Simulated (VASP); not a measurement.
Nb:

```xyz
1
Lattice="-1.6588 1.6588 1.6588 1.6588 -1.6588 1.6588 1.6588 1.6588 -1.6588" Properties=species:S:1:pos:R:3 pbc="T T T"
Nb    0.0000    0.0000    0.0000
```

* Program: VASP 6.6.1
* Task: relaxation of cell and atoms
* Functional: PBEsol
* Potentials or basis: VASP PAW PBE potentials, release 64 (Nb_sv)
* Cutoff: 600 eV
* k mesh: 18 × 18 × 18
* Occupations: gaussian, width 0.1 eV
* Spin: no spin polarisation

At the start: pressure -7.1 GPa; volume 18.26 Å³/atom.

**Question.** Where does the relaxation end?

**Answer.** Over 4 steps the energy falls by 17.4 meV/atom and the volume is 17.50 Å³/atom (-4.2 %); space group Im-3m (No. 229, to 0.05 Å).

The path:
| step | energy change (eV) | largest force (eV/Å) | pressure (GPa) | volume (Å³) |
| --- | --- | --- | --- | --- |
| 1 | 0.0000 | 0.0000 | -7.12 | 18.26 |
| 2 | 0.0436 | 0.0000 | 15.91 | 16.20 |
| 3 | -0.0174 | 0.0000 | -0.20 | 17.52 |
| 4 | -0.0174 | 0.0000 | -0.01 | 17.50 |

Final structure:
```
CELL_PARAMETERS angstrom
-1.63549 1.63549 1.63549
1.63549 -1.63549 1.63549
1.63549 1.63549 -1.63549
ATOMIC_POSITIONS crystal
Nb 0.00000 0.00000 0.00000
```

Caveat: the PAW data sets were made with another functional, which shifts forces and pressure a little.
